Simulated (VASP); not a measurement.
Runs of VASP 6.6.1 on Si2BiTe2. The structure is that of space group P6/mmm (No. 191), or close to it. The cells are those of the table. 

```csv
task,cell,k mesh,cutoff (eV),gap on the mesh (eV),pressure (GPa),relaxed volume (Å³/atom)
single point,"a = 4.381, b = 4.381, c = 8.411 Å, angles 90.0, 90.0, 120.0°, 5 atoms",6 × 6 × 2,520,none,27.7,-
single point,"a = 5.267, b = 5.267, c = 5.657 Å, angles 90.0, 90.0, 120.0°, 5 atoms",6 × 6 × 4,520,none,0.1,-
relaxation of cell and atoms,"relaxed from a = 5.126, b = 5.126, c = 5.953 Å, angles 90.0, 90.0, 120.0°, 5 atoms",6 × 6 × 4,600,none,-0.1,(a)
single point,"a = 5.282, b = 5.282, c = 5.636 Å, angles 90.0, 90.0, 120.0°, 5 atoms",12 × 12 × 8,520,none,0.0,-
relaxation of cell and atoms,"relaxed from a = 4.381, b = 4.381, c = 8.411 Å, angles 90.0, 90.0, 120.0°, 5 atoms",6 × 6 × 2,600,none,0.0,27.05
```

Alike in all rows: level PBE; potentials or basis VASP PAW PBE potentials, release 64 (Si, Bi_d, Te); no spin polarisation; smearing gaussian 0.1 eV.

Problem. Estimate the missing entries.

Solution. (a) 27.32.

Caveats: some runs use coarse meshes; spin-orbit coupling is left out, which moves the levels of the heavy elements.

A k mesh can miss the band edges, and the runs leave out spin-orbit coupling on Bi, Te.

A gap of «none» marks levels without a gap at the run's occupations.
